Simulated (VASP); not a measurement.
Input of a VASP 6.6.1 run:

File INCAR:

```
SYSTEM = MnO
ALGO     = Normal         ! electronic algorithm
EDIFF    = 1E-6           ! SCF threshold, eV
ENCUT    = 600            ! plane-wave cutoff, eV
GGA      = PE             ! functional
GGA_COMPAT= .False.      
ISIF     = 2              ! what is computed and relaxed
ISMEAR   = -1             ! smearing method
ISPIN    = 2              ! spin polarisation
LASPH    = .True.         ! aspherical terms in the spheres
LCHARG   = .False.        ! write CHGCAR
LMAXMIX  = 4              ! l up to which the mixer works
LORBIT   = 11             ! projections on sites
LREAL    = .False.        ! projectors in reciprocal space
LWAVE    = .False.        ! write WAVECAR
MAGMOM   = 4.5 4.5 0 0    ! initial moments
NBANDS   = 31             ! bands
NELM     = 200            ! most SCF steps
PREC     = Accurate       ! precision mode
SIGMA    = 0.03           ! smearing width, eV
```

File KPOINTS:

```
k-points
0
Gamma
  8 8 8
  0 0 0
```

File POSCAR:

```
MnO
1.0
    4.4448000000      2.2224000000      2.2224000000
    2.2224000000      4.4448000000      2.2224000000
    2.2224000000      2.2224000000      4.4448000000
Mn O
2 2
Direct
    0.0000000000      0.0000000000      0.0000000000
    0.5000000000      0.5000000000      0.5000000000
    0.2500000000      0.2500000000      0.2500000000
    0.7500000000      0.7500000000      0.7500000000
```

Potentials or basis: VASP PAW PBE potentials, release 64 (Mn_pv, O).

Launch:

```console
$ cat potpaw_PBE.64/Mn_pv/POTCAR potpaw_PBE.64/O/POTCAR > POTCAR
$ mpirun -np 1 vasp_std > vasp.out
```

**Question.** Estimate the pressure.

**Answer.** -0.4 GPa.

**Question.** Estimate the site moments.

**Answer.** Mn +4.32; O +0.20 μB.

**Question.** What does it give for the net moment?

**Answer.** 9.51 μB per cell.

Caveat: the run started ferromagnetic, and an antiferromagnetic order may lie lower in energy.
